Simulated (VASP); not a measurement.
# GaP (F-43m) in VASP: notebook, part 2 of 2

VASP 6.6.1. The steps go on from the part before.

## 3. Single point, r2SCAN (functional r2SCAN, strained)

POSCAR

```
GaP
1.0
    0.0000000000      2.7826710175      2.7826710175
    2.7826710175      0.0000000000      2.7826710175
    2.7826710175      2.7826710175      0.0000000000
Ga P
1 1
Direct
    0.0000000000      0.0000000000      0.0000000000
    0.7500000000      0.7500000000      0.7500000000
```

INCAR.step1

```
SYSTEM = GaP
  PREC = Accurate
  ENCUT = 550
  ISMEAR = 0
  SIGMA = 0.02
  LREAL = .FALSE.
  LASPH = .TRUE.
  NELM = 120
  NBANDS = 16
  GGA = PE
  ALGO = Normal
  EDIFF = 1E-5
  LWAVE = .TRUE.
  LCHARG = .FALSE.
  GGA_COMPAT = .FALSE.
```

INCAR.step2

```
SYSTEM = GaP
  PREC = Accurate
  ENCUT = 550
  EDIFF = 1E-6
  ISMEAR = 0
  SIGMA = 0.02
  LREAL = .FALSE.
  LASPH = .TRUE.
  NELM = 120
  ALGO = Normal
  ISIF = 2
  LWAVE = .FALSE.
  LCHARG = .FALSE.
  METAGGA = R2SCAN
  LMIXTAU = .TRUE.
  NBANDS = 16
  ISTART = 1
  GGA_COMPAT = .FALSE.
```

KPOINTS

```
Automatic mesh
0
G
  8 8 8
  0 0 0
```

Potentials or basis: VASP PAW PBE potentials, release 64 (Ga_d, P).

Started as:

```
$ cat potpaw_PBE.64/Ga_d/POTCAR potpaw_PBE.64/P/POTCAR > POTCAR
$ cp INCAR.step1 INCAR
$ mpirun -np 1 vasp_std > vasp.out
$ cp INCAR.step2 INCAR
$ mpirun -np 1 vasp_std > vasp.out
```

OUTCAR:

```text
SYSTEM = GaP
   PREC = Accurate
   ENCUT = 550
   EDIFF = 1E-6
   ISMEAR = 0
   LREAL = .FALSE.
   LASPH = .TRUE.
   NELM = 120
   ISIF = 2
   METAGGA = R2SCAN
   ISTART = 1

 ion  position               nearest neighbor table
   1  0.000  0.000  0.000-   2 2.41   2 2.41   2 2.41   2 2.41
   2  0.750  0.750  0.750-   1 2.41   1 2.41   1 2.41   1 2.41

  LATTYP: Found a face centered cubic cell.
 ALAT       =     5.5653420350

  Lattice vectors:

 A1 = (   0.0000000000,   2.7826710175,   2.7826710175)
 A2 = (   2.7826710175,   0.0000000000,   2.7826710175)
 A3 = (   2.7826710175,   2.7826710175,   0.0000000000)

Analysis of symmetry for initial positions (statically):
=====================================================================
 Subroutine PRICEL returns:
 Original cell was already a primitive cell.

 Routine SETGRP: Setting up the symmetry group for a
 face centered cubic supercell.

 Subroutine GETGRP returns: Found 24 space group operations
 (whereof 24 operations were pure point group operations)
 out of a pool of 48 trial point group operations.

The static configuration has the point symmetry T_d .

Analysis of symmetry for dynamics (positions and initial velocities):
=====================================================================
 Subroutine PRICEL returns:
 Original cell was already a primitive cell.

 Routine SETGRP: Setting up the symmetry group for a
 face centered cubic supercell.

 Subroutine GETGRP returns: Found 24 space group operations
 (whereof 24 operations were pure point group operations)
 out of a pool of 48 trial point group operations.

The dynamic configuration has the point symmetry T_d .

 Subroutine INISYM returns: Found 24 space group operations
 (whereof 24 operations are pure point group operations),
 and found     1 'primitive' translations

----------------------------------------------------------------------------------------

                                     Primitive cell

[... 104 lines left out ...]
   EFERMI =   0.00;   METHOD = LEGACY
   ISMEAR =     0;   SIGMA  =   0.02  broadening in eV -4-tet -1-fermi 0-gaus
   EFERMI_NEDOS =   21; number of points for ismear=-14 and -15
   IALGO  =     38    algorithm
   IMIX   =      4    mixing-type and parameters
     AMIX     =   0.40;   BMIX     =  1.00
     AMIX_MAG =   1.60;   BMIX_MAG =  1.00
  volume/ion in A,a.u.               =      21.55       145.41
  Fermi-wavevector in a.u.,A,eV,Ry     =   1.223753  2.312558 20.375699  1.497572
  Thomas-Fermi vector in A             =   2.358853
   LORBIT       =      0    0 simple, 1 ext, 2 COOP (PROOUT), +10 PAW based schemes
   METAGGA = R2SCAN    functional components
   LHFCALC =     F    Hartree Fock is set to
   AEXX    =    0.0000 exact exchange contribution
   IVDW    =     0    specifies the selected vdW correction
   LEPSILON=     F    determine dielectric tensor
   LRPA    =     F    only Hartree local field effects (RPA)
 non-spin polarized calculation
 Gauss-broadening in eV      SIGMA  =   0.02
  energy-cutoff  :      550.00
  volume of cell :       43.09
 maximum number of plane-waves:      1283
   NGX = 15   NGY = 15   NGZ = 15

 number of electron      18.0000014 magnetization

 Free energy of the ion-electron system (eV)
  ---------------------------------------------------
  ext. energy  EPLUGINS =         0.00000000
  ---------------------------------------------------
  free energy    TOTEN  =       -21.42144722 eV

  energy without entropy =      -21.42144722  energy(sigma->0) =      -21.42144722

 E-fermi :   3.9590     XC(G=0): -10.2469

 val. band max:        3.8402730944   @ k =   0.0000   0.0000   0.0000
 cond. band min:       5.6404080075   @ k =   0.0000   0.0000   0.0000
 fundamental gap:      1.8001349131
 Fermi energy:         3.9589527761

 k-point     1 :       0.0000    0.0000    0.0000
  band No.  band energies     occupation
      1     -11.0603      2.00000
      2     -11.0603      2.00000
      3     -11.0603      2.00000
      4     -10.9660      2.00000
      5     -10.9660      2.00000
      6      -8.7136      2.00000
[... 433 lines left out ...]
      3     -11.0224      2.00000
      4     -10.9701      2.00000
      5     -10.9598      2.00000
      6      -6.3717      2.00000
[... 8 lines left out ...]
     15      16.2666      0.00000
     16      16.7092      0.00000

 [... further k-points ...]
[... 5 lines left out ...]
  --------------------------------------------------------------------------------------
  -------------------------------------------------------------------------------------
  Total       -1.2969039     -1.2969039     -1.2969039     -0.0000000     -0.0000000     -0.0000000
  in kB      -48.2172879    -48.2172879    -48.2172879     -0.0000000     -0.0000000     -0.0000000
  external PRESSURE =     -48.2172879 kB  Pullay stress =       0.0000000 kB

 VOLUME and BASIS-vectors are now :
 -----------------------------------------------------------------------------
  energy-cutoff  :      550.00
  volume of cell :       43.09
      direct lattice vectors                 reciprocal lattice vectors
     0.000000000  2.782671017  2.782671017    -0.179683476  0.179683476  0.179683476
     2.782671017  0.000000000  2.782671017     0.179683476 -0.179683476  0.179683476
     2.782671017  2.782671017  0.000000000     0.179683476  0.179683476 -0.179683476

 POSITION                                       TOTAL-FORCE (eV/Angst)
 -----------------------------------------------------------------------------------
      0.00000      0.00000      0.00000         0.000000      0.000000      0.000000
      4.17401      4.17401      4.17401        -0.000000     -0.000000     -0.000000
 -----------------------------------------------------------------------------------
    total drift:                                0.000001      0.000001      0.000001

  FREE ENERGIE OF THE ION-ELECTRON SYSTEM (eV)
  ---------------------------------------------------
  free  energy   TOTEN  =       -21.4214472202 eV

  energy  without entropy=      -21.4214472202  energy(sigma->0) =      -21.42144722
```

It took 2.1 min on 1 thread of AMD EPYC 7R13, shared host; peak memory 0.15 GiB.

Results:

```yaml
Free_energy: -21.4214 eV
Pressure: -4.8 GPa
Band_gap_on_the_k_mesh: 1.80 eV, direct
```

Levels at points of the mesh, in eV from the valence-band top:
```tsv
k point	band 5	band 6	band 7	band 8	band 9	band 10	band 11	band 12	band 13	band 14
(0.00, 0.00, 0.00)	-14.81	-12.55	0.00	0.00	0.00	1.80	4.20	4.20	4.20	9.16
(0.50, 0.00, 0.00)	-14.80	-10.60	-6.49	-1.08	-1.08	1.83	5.07	5.07	8.68	11.17
(0.50, 0.50, 0.00)	-14.79	-9.75	-6.66	-2.58	-2.58	2.03	2.14	10.86	10.86	11.41
```

Caveat: the cell differs from its parent crystal (functional r2SCAN, strained); the PAW data sets were made with another functional, which shifts forces and pressure a little. A k mesh can miss the band edges.
